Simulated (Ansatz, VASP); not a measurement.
# One calculation of FeSi, two programs

```
CELL_PARAMETERS angstrom
3.94639 0.00000 0.00000
0.00000 3.94639 0.00000
0.00000 0.00000 3.94639
ATOMIC_POSITIONS crystal
Fe 0.14442 0.14442 0.14442
Fe 0.35558 0.85558 0.64442
Fe 0.64442 0.35558 0.85558
Fe 0.85558 0.64442 0.35558
Si 0.84476 0.84476 0.84476
Si 0.65524 0.15524 0.34476
Si 0.34476 0.65524 0.15524
Si 0.15524 0.34476 0.65524
```

Alike in both runs: functional r2SCAN; k mesh 8 × 8 × 8; occupations gaussian, width 0.05 eV; no spin polarisation.

Ansatz relaxed the structure, and its values are those at the end. VASP's run is a single point on that final structure, the one shown.

```csv
,VASP,Ansatz
version,VASP 6.6.1,Ansatz 0.2.0
potentials or method,"VASP PAW PBE potentials, release 64 (Fe, Si), cutoff 520 eV","scalar-relativistic, plane waves, PAW"
valence electrons in the cell,48,80
```

Ansatz gave:

```
gap on the k mesh at the Fermi level (eV) : 0.30
least direct gap on the mesh (eV)         : 0.33
rms of the force components (eV/Å)        : 0.002
```

Q: What did VASP give for the same quantities?

A: gap on the k mesh at the Fermi level (eV): 0.30; least direct gap on the mesh (eV): 0.33; rms of the force components (eV/Å): 0.030.

VASP's potentials were made for PBE, not for r2SCAN. VASP's potentials hold 48 valence electrons a cell and Ansatz's 80, so a difference there can come from the potentials and not from the codes. Ansatz's warnings: stress scf threshold loose.
